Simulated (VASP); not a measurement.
Input of a VASP 6.6.1 run:

File INCAR:

```
PREC = Accurate
ENCUT = 520
EDIFF = 1E-6
ISMEAR = 0
SIGMA = 0.027000000000000003
LREAL = F
LASPH = T
NELM = 60
ALGO = Normal
ISIF = 2
LWAVE = F
LCHARG = F
GGA = PE
NBANDS = 12
```

The input KPOINTS:

```
Automatic mesh
0
Gamma
  11 11 11
```

Contents of POSCAR:

```
Ag
1.0
    0.0000000000      2.0427500000      2.0427500000
    2.0427500000      0.0000000000      2.0427500000
    2.0427500000      2.0427500000      0.0000000000
Ag
1
Direct
    0.0000000000      0.0000000000      0.0000000000
```

Potentials or basis: VASP PAW PBE potentials, release 64 (Ag).

The run is started by

```console
$ cat potpaw_PBE.64/Ag/POTCAR > POTCAR
$ mpirun -np 1 vasp_std > vasp.out
```

(1) Estimate the pressure.

Answers

(1) 4.1 GPa.
